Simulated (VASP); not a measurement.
# GaAs (F-43m) in VASP: notebook, part 2 of 2

VASP 6.6.1. The steps go on from the part before.

## 4. Single point, PBE (volume scaled by 1.03)

INCAR reads:

```
ALGO = Normal ; EDIFF = 1E-7
ENCUT = 520 ; GGA = PE
ISIF = 2 ; ISMEAR = -1
LASPH = T ; LCHARG = F
LREAL = F ; LWAVE = F
NBANDS = 16 ; NELM = 80
PREC = Accurate ; SIGMA = 0.05
```

KPOINTS reads:

```
k-points
0
Gamma
  11 11 11
```

POSCAR reads:

```
GaAs
1.0
    0.0000000000      2.8548404342      2.8548404342
    2.8548404342      0.0000000000      2.8548404342
    2.8548404342      2.8548404342      0.0000000000
Ga As
1 1
Direct
    0.0000000000      0.0000000000      0.0000000000
    0.7500000000      0.7500000000      0.7500000000
```

Potentials or basis: VASP PAW PBE potentials, release 64 (Ga_d, As).

Command:

```console
cat potpaw_PBE.64/Ga_d/POTCAR potpaw_PBE.64/As/POTCAR > POTCAR
mpirun -np 1 vasp_std > vasp.out
```

OUTCAR:

```text
EDIFF = 1E-7
   ENCUT = 520
   GGA = PE
   ISIF = 2
   ISMEAR = -1
   LASPH = T
   LREAL = F
   NELM = 80
   PREC = Accurate

 ion  position               nearest neighbor table
   1  0.000  0.000  0.000-   2 2.47   2 2.47   2 2.47   2 2.47
   2  0.750  0.750  0.750-   1 2.47   1 2.47   1 2.47   1 2.47

  LATTYP: Found a face centered cubic cell.
 ALAT       =     5.7096808684

  Lattice vectors:

 A1 = (   0.0000000000,   2.8548404342,   2.8548404342)
 A2 = (   2.8548404342,   0.0000000000,   2.8548404342)
 A3 = (   2.8548404342,   2.8548404342,   0.0000000000)

Analysis of symmetry for initial positions (statically):
=====================================================================
 Subroutine PRICEL returns:
 Original cell was already a primitive cell.

 Routine SETGRP: Setting up the symmetry group for a
 face centered cubic supercell.

 Subroutine GETGRP returns: Found 24 space group operations
 (whereof 24 operations were pure point group operations)
 out of a pool of 48 trial point group operations.

The static configuration has the point symmetry T_d .

Analysis of symmetry for dynamics (positions and initial velocities):
=====================================================================
 Subroutine PRICEL returns:
 Original cell was already a primitive cell.

 Routine SETGRP: Setting up the symmetry group for a
 face centered cubic supercell.

 Subroutine GETGRP returns: Found 24 space group operations
 (whereof 24 operations were pure point group operations)
 out of a pool of 48 trial point group operations.

The dynamic configuration has the point symmetry T_d .

 Subroutine INISYM returns: Found 24 space group operations
 (whereof 24 operations are pure point group operations),
 and found     1 'primitive' translations

----------------------------------------------------------------------------------------

                                     Primitive cell

  volume of cell :      46.5345

  direct lattice vectors                    reciprocal lattice vectors
     0.000000000  2.854840434  2.854840434    -0.175141137  0.175141137  0.175141137
     2.854840434  0.000000000  2.854840434     0.175141137 -0.175141137  0.175141137
     2.854840434  2.854840434  0.000000000     0.175141137  0.175141137 -0.175141137

  length of vectors
     4.037354060  4.037354060  4.037354060     0.303353348  0.303353348  0.303353348

  position of ions in fractional coordinates (direct lattice)
     0.000000000  0.000000000  0.000000000
     0.750000000  0.750000000  0.750000000

  ion indices of the primitive-cell ions
   primitive index   ion index
                 1           1
                 2           2

----------------------------------------------------------------------------------------

 KPOINTS: k-points

Automatic generation of k-mesh.
 Grid dimensions read from file:
 generate k-points for:   11   11   11

 Generating k-lattice:

  Cartesian coordinates                     Fractional coordinates (reciprocal lattice)
    -0.015921922  0.015921922  0.015921922     0.090909091  0.000000000  0.000000000
     0.015921922 -0.015921922  0.015921922     0.000000000  0.090909091  0.000000000
     0.015921922  0.015921922 -0.015921922     0.000000000  0.000000000  0.090909091

  Length of vectors
     0.027577577  0.027577577  0.027577577

  Shift w.r.t. Gamma in fractional coordinates (k-lattice)
     0.000000000  0.000000000  0.000000000

 Subroutine IBZKPT returns following result:
 ===========================================

 Found     56 irreducible k-points:

 Following reciprocal coordinates:
            Coordinates               Weight
  0.000000  0.000000  0.000000      1.000000
  0.090909  0.000000  0.000000      8.000000
  0.181818  0.000000  0.000000      8.000000
  0.272727  0.000000  0.000000      8.000000
  0.363636  0.000000  0.000000      8.000000
  0.454545  0.000000  0.000000      8.000000
[... 16 lines left out ...]
 -0.272727  0.181818  0.000000     24.000000
 -0.181818  0.181818  0.000000     12.000000
 [... further k-points ...]
   k-points           NKPTS =     56   k-points in BZ     NKDIM =     56   number of bands    NBANDS=     16
   number of dos      NEDOS =    301   number of ions     NIONS =      2
   total plane-waves  NPLWV =  27000
   dimension x,y,z NGX =    30 NGY =   30 NGZ =   30
   dimension x,y,z NGXF=    60 NGYF=   60 NGZF=   60
   ions per type =               1   1
   NGX,Y,Z   is equivalent  to a cutoff of  12.35, 12.35, 12.35 a.u.
   NGXF,Y,Z  is equivalent  to a cutoff of  24.71, 24.71, 24.71 a.u.
 SYSTEM =  unknown system
   PREC   = accura    normal or accurate (medium, high low for compatibility)
   ISTART =      0    job   : 0-new  1-cont  2-samecut
   ICHARG =      2    charge: 1-file 2-atom 10-const
   ISPIN  =      1    spin polarized calculation?
   LNONCOLLINEAR =      F non collinear calculations
   LSORBIT =      F    spin-orbit coupling
   LASPH  =      T    aspherical Exc in radial PAW
   ENCUT  =  520.0 eV  38.22 Ry    6.18 a.u.   7.51  7.51  7.51*2*pi/ulx,y,z
   NELM   =     80;   NELMIN=  2; NELMDL= -5     # of ELM steps
   EDIFF  = 0.1E-06   stopping-criterion for ELM
   LREAL  =      F    real-space projection
   EDIFFG = 0.1E-05   stopping-criterion for IOM
   NSW    =      0    number of steps for IOM
   IBRION =     -1    ionic relax: 0-MD 1-quasi-New 2-CG
   NFREE  =      0    steps in history (QN), initial steepest desc. (CG)
   ISIF   =      2    stress and relaxation
   ISYM   =      2    0-nonsym 1-usesym 2-fastsym
   POTIM  = 0.5000    time-step for ionic-motion
   TEBEG  =    0.0;   TEEND  =   0.0 temperature during run
   PSTRESS=    0.0 pullay stress
   NELECT =      18.0000    total number of electrons
   NUPDOWN=      -1.0000    fix difference up-down
   EMIN   =  10.00;   EMAX   =-10.00  energy-range for DOS
   EFERMI =   0.00;   METHOD = LEGACY
   ISMEAR =    -1;   SIGMA  =   0.05  broadening in eV -4-tet -1-fermi 0-gaus
   EFERMI_NEDOS =   21; number of points for ismear=-14 and -15
   IALGO  =     38    algorithm
   IMIX   =      4    mixing-type and parameters
     AMIX     =   0.40;   BMIX     =  1.00
     AMIX_MAG =   1.60;   BMIX_MAG =  1.00
  volume/ion in A,a.u.               =      23.27       157.02
  Fermi-wavevector in a.u.,A,eV,Ry     =   1.192817  2.254097 19.358539  1.422812
  Thomas-Fermi vector in A             =   2.328846
   LORBIT       =      0    0 simple, 1 ext, 2 COOP (PROOUT), +10 PAW based schemes
   GGA     = PE    functional components
   LHFCALC =     F    Hartree Fock is set to
   AEXX    =    0.0000 exact exchange contribution
   IVDW    =     0    specifies the selected vdW correction
   LEPSILON=     F    determine dielectric tensor
   LRPA    =     F    only Hartree local field effects (RPA)
 non-spin polarized calculation
  energy-cutoff  :      520.00
  volume of cell :       46.53
 maximum number of plane-waves:      1273
 NGX is ok and might be reduce to    30
   NGX = 15   NGY = 15   NGZ = 15

 number of electron      17.9999984 magnetization

 Free energy of the ion-electron system (eV)
  ---------------------------------------------------
  ext. energy  EPLUGINS =         0.00000000
  ---------------------------------------------------
  free energy    TOTEN  =        -8.27176798 eV

  energy without entropy =       -8.27169534  energy(sigma->0) =       -8.27173166

 E-fermi :   3.8509     XC(G=0):  -9.4559

 val. band max:        3.6575640244   @ k =   0.0000   0.0000   0.0000
 cond. band min:       3.9578176487   @ k =   0.0000   0.0000   0.0000
 fundamental gap:      0.3002536243
 Fermi energy:         3.8508741865

 k-point     1 :       0.0000    0.0000    0.0000
  band No.  band energies     occupation
      1     -11.0975      2.00000
      2     -11.0975      2.00000
      3     -11.0975      2.00000
      4     -11.0253      2.00000
      5     -11.0253      2.00000
      6      -8.8595      2.00000
[... 8 lines left out ...]
     15      13.7075      0.00000
     16      13.7075      0.00000

 k-point     2 :       0.0909    0.0000    0.0000
  band No.  band energies     occupation
      1     -11.1039      2.00000
      2     -11.0958      2.00000
      3     -11.0958      2.00000
      4     -11.0254      2.00000
      5     -11.0254      2.00000
      6      -8.7665      2.00000
[... 8 lines left out ...]
     15      13.1330      0.00000
     16      13.1330      0.00000
[... 387 lines left out ...]
      5     -11.0238      2.00000
      6      -7.4993      2.00000
[... 8 lines left out ...]
     15      13.9909      0.00000
     16      15.6102      0.00000

 k-point    24 :      -0.1818    0.1818    0.0000
  band No.  band energies     occupation
      1     -11.1460      2.00000
      2     -11.0841      2.00000
      3     -11.0815      2.00000
      4     -11.0280      2.00000
      5     -11.0234      2.00000
      6      -7.9441      2.00000
[... 8 lines left out ...]
     15      13.7616      0.00000
     16      14.4401      0.00000

 [... further k-points ...]
[... 5 lines left out ...]
  --------------------------------------------------------------------------------------
  -------------------------------------------------------------------------------------
  Total        0.3984851      0.3984851      0.3984851      0.0000000     -0.0000000      0.0000000
  in kB       13.7197809     13.7197809     13.7197809      0.0000000     -0.0000000      0.0000000
  external PRESSURE =      13.7197809 kB  Pullay stress =       0.0000000 kB

 VOLUME and BASIS-vectors are now :
 -----------------------------------------------------------------------------
  energy-cutoff  :      520.00
  volume of cell :       46.53
      direct lattice vectors                 reciprocal lattice vectors
     0.000000000  2.854840434  2.854840434    -0.175141137  0.175141137  0.175141137
     2.854840434  0.000000000  2.854840434     0.175141137 -0.175141137  0.175141137
     2.854840434  2.854840434  0.000000000     0.175141137  0.175141137 -0.175141137

 POSITION                                       TOTAL-FORCE (eV/Angst)
 -----------------------------------------------------------------------------------
      0.00000      0.00000      0.00000        -0.000000     -0.000000     -0.000000
      4.28226      4.28226      4.28226         0.000000      0.000000      0.000000
 -----------------------------------------------------------------------------------
    total drift:                               -0.000002     -0.000002     -0.000002

  FREE ENERGIE OF THE ION-ELECTRON SYSTEM (eV)
  ---------------------------------------------------
  free  energy   TOTEN  =        -8.2717679801 eV

  energy  without entropy=       -8.2716953350  energy(sigma->0) =       -8.27173166
```

OSZICAR:

```text
N       E                     dE             d eps       ncg     rms          rms(c)
DAV:   1     0.840257995539E+02    0.84026E+02   -0.88004E+03  1832   0.153E+03
DAV:   2    -0.173539809036E+01   -0.85761E+02   -0.81738E+02  2048   0.316E+02
DAV:   3    -0.832166709695E+01   -0.65863E+01   -0.65636E+01  2208   0.666E+01
DAV:   4    -0.842368470119E+01   -0.10202E+00   -0.10201E+00  2232   0.918E+00
DAV:   5    -0.842511115206E+01   -0.14265E-02   -0.14264E-02  2200   0.968E-01    0.281E+00
DAV:   6    -0.828828537850E+01    0.13683E+00   -0.21001E-01  2752   0.767E+00    0.169E+00
DAV:   7    -0.827039372323E+01    0.17892E-01   -0.59791E-02  2152   0.172E+00    0.556E-01
DAV:   8    -0.827124933021E+01   -0.85561E-03   -0.99335E-03  2152   0.111E+00    0.100E-01
DAV:   9    -0.827164936388E+01   -0.40003E-03   -0.92808E-04  2232   0.364E-01    0.519E-02
DAV:  10    -0.827171538091E+01   -0.66017E-04   -0.69363E-05  2424   0.810E-02    0.281E-02
DAV:  11    -0.827176729707E+01   -0.51916E-04   -0.73891E-05  2016   0.633E-02    0.339E-03
DAV:  12    -0.827176761703E+01   -0.31997E-06   -0.11801E-06  2232   0.146E-02    0.145E-03
DAV:  13    -0.827176798883E+01   -0.37179E-06   -0.54499E-07  2216   0.520E-03    0.637E-04
DAV:  14    -0.827176798009E+01    0.87402E-08   -0.92209E-09  1672   0.979E-04
   1 F= -.82717680E+01 E0= -.82717317E+01  d E =-.726450E-04
```

stdout:

```text
POSCAR found type information on POSCAR GaAs
 POSCAR found :  2 types and       2 ions
 scaLAPACK will be used
 LDA part: xc-table for (Slater+PW92), standard interpolation
 POSCAR, INCAR and KPOINTS ok, starting setup
 FFT: planning ... GRIDC
 FFT: planning ... GRID_SOFT
 FFT: planning ... GRID
 WAVECAR not read
 entering main loop
```

Run time: 80 s. Hardware: 1 thread of Intel Xeon Platinum 8375C at 2.90GHz (Ice Lake), shared host; peak memory 0.19 GiB.

Results:

```yaml
Free_energy: -8.2718 eV
Pressure: 1.4 GPa
Band_gap_on_the_k_mesh: 0.30 eV, direct
```

Levels at points of the mesh, in eV from the valence-band top:
```
           k point  band 5  band 6  band 7  band 8  band 9  band 10  band 11  band 12  band 13  band 14
(0.00, 0.00, 0.00)  -14.68  -12.52    0.00    0.00    0.00     0.30     3.72     3.72     3.72     7.50
```

Caveat: the cell differs from its parent crystal (volume scaled by 1.03).

## 5. Single point, PBE (volume scaled by 1.06)

INCAR reads:

```
SYSTEM = GaAs
PREC = Accurate
ENCUT = 520
EDIFF = 1E-7
ISMEAR = -1
SIGMA = 0.05
LREAL = .False.
LASPH = .True.
NELM = 100
ALGO = Normal
ISIF = 2
LWAVE = .False.
LCHARG = .False.
GGA = PE
NBANDS = 16
```

KPOINTS reads:

```
Automatic mesh
0
Gamma
  11 11 11
  0 0 0
```

POSCAR reads:

```
GaAs
1.0
    0.0000000000      2.8822925071      2.8822925071
    2.8822925071      0.0000000000      2.8822925071
    2.8822925071      2.8822925071      0.0000000000
Ga As
1 1
Direct
    0.0000000000      0.0000000000      0.0000000000
    0.7500000000      0.7500000000      0.7500000000
```

Command:

```console
cat potpaw_PBE.64/Ga_d/POTCAR potpaw_PBE.64/As/POTCAR > POTCAR
mpirun -np 1 vasp_std > vasp.out
```

Wall time 62 s (1 thread of Intel Xeon Platinum 8375C at 2.90GHz (Ice Lake), shared host); peak memory 0.19 GiB.

Results (log left out):

| Quantity | Value |
| --- | --- |
| Free energy | -8.2756 eV |
| Pressure | -0.4 GPa |

Levels at points of the mesh, in eV from the Fermi level:
```tsv
k point	band 5	band 6	band 7	band 8	band 9	band 10	band 11	band 12	band 13	band 14
(0.00, 0.00, 0.00)	-14.75	-12.43	-0.11	-0.11	-0.11	-0.02	3.61	3.61	3.61	7.30
```

Caveat: the cell differs from its parent crystal (volume scaled by 1.06).

## 6. Single point, PBEsol

This run uses another cell than the first one, of 22.59 Å³/atom, 0.990 times its volume.

INCAR reads:

```
PREC = Accurate ; ENCUT = 500
EDIFF = 1E-6 ; ISMEAR = -1
SIGMA = 0.05 ; LREAL = F
LASPH = T ; NELM = 120
ALGO = Normal ; ISIF = 2
LWAVE = F ; LCHARG = F
GGA = PS ; NBANDS = 16
GGA_COMPAT = F
```

KPOINTS reads:

```
Automatic mesh
0
Gamma
  11 11 11
```

POSCAR reads:

```
GaAs
1.0
    0.0000000000      2.8268500000      2.8268500000
    2.8268500000      0.0000000000      2.8268500000
    2.8268500000      2.8268500000      0.0000000000
Ga As
1 1
Direct
    0.0000000000      0.0000000000      0.0000000000
    0.7500000000      0.7500000000      0.7500000000
```

Potentials or basis: VASP PAW PBE potentials, release 64 (Ga_d, As).

Command:

```console
cat potpaw_PBE.64/Ga_d/POTCAR potpaw_PBE.64/As/POTCAR > POTCAR
mpirun -np 1 vasp_std > vasp.out
```

Run time: 23 s. Hardware: 1 thread of Intel Xeon 6975P-C (Granite Rapids), shared host; peak memory 0.19 GiB.

The run converged. Its results:

```
Free energy            : -9.0919 eV
Pressure               : 0.4 GPa
Band gap on the k mesh : 0.46 eV, direct
```

Levels at points of the mesh, in eV from the valence-band top:
```tsv
k point	band 6	band 7	band 8	band 9	band 10	band 11	band 12	band 13
(0.00, 0.00, 0.00)	-12.75	0.00	0.00	0.00	0.46	3.69	3.69	3.69
```

Caveat: the PAW data sets were made with another functional, which shifts forces and pressure a little.

## 7. Overview

```csv
level,cell,cutoff (eV),gap on the mesh (eV),pressure (GPa)
PBE,"a = 4.011 Å, angles 60.0°, 2 atoms",520,0.45,2.7
PBE,"a = 4.050 Å, angles 60.0°, 2 atoms",520,0.23,0.7
PBE,"a = 4.037 Å, angles 60.0°, 2 atoms",520,0.30,1.4
PBE,"a = 4.076 Å, angles 60.0°, 2 atoms",520,-,-0.4
PBEsol,"a = 3.998 Å, angles 60.0°, 2 atoms",500,0.46,0.4
```

Alike in all rows: task single point; potentials or basis VASP PAW PBE potentials, release 64 (Ga_d, As); no spin polarisation; k mesh 11 × 11 × 11; smearing fermi-dirac 0.05 eV.

Caveats: the PAW data sets were made with another functional, which shifts forces and pressure a little (some runs).

Total energies depend on the potentials used, so only differences within one code and one set of settings carry meaning.

## 8. Comparison with measurements

Step 6. Measured gap of GaAs: 1.412 eV (direct; 300 K; “Evidence of valence band perturbations in GaAsN/GaAs(001): A combined variable-angle spectroscopic ellipsometry and modulated photoreflectance investigation”, 2008, arxiv:0805.2212). This calculation gives 0.46 eV (-0.96 eV). 3 values of this kind are on record (1.412 to 1.51 eV); this one was drawn at random among those near their median, those with a stated uncertainty first. Spin-orbit coupling on As, Ga is left out. The value is that of PBEsol on a finite k mesh, which can miss the band edges, without temperature or zero-point motion. Semilocal functionals fall short of measured gaps as a rule.
